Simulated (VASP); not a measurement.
LiF: single point with PBEsol

Crystal: LiF.

```
Li F
1.0
     2.53368    0.00000    0.00000
     0.00000    2.53368    0.00000
     0.00000    0.00000    2.53368
Li F
1 1
Direct
  0.00000 0.00000 0.00000
  0.50000 0.50000 0.50000
```

```
Program             : VASP 6.6.1
Task                : single point
Functional          : PBEsol
Potentials or basis : VASP PAW PBE potentials, release 64 (Li_sv, F)
Cutoff              : 520 eV
k mesh              : 7 × 7 × 7
Occupations         : gaussian, width 0.01 eV
Spin                : no spin polarisation
```

```
Band gap on the k mesh : 7.66 eV, indirect (least direct gap 8.34 eV)
```

Levels at points of the mesh, in eV from the valence-band top:
| k point | band 3 | band 4 | band 5 | band 6 | band 7 | band 8 |
| --- | --- | --- | --- | --- | --- | --- |
| (0.00, 0.00, 0.00) | -0.68 | -0.68 | -0.68 | 7.66 | 18.79 | 18.79 |

It took 4.3 s on 1 thread of Intel Xeon 6975P-C, with other jobs on the host, peak memory 0.11 GiB.

 A k mesh can miss the band edges.
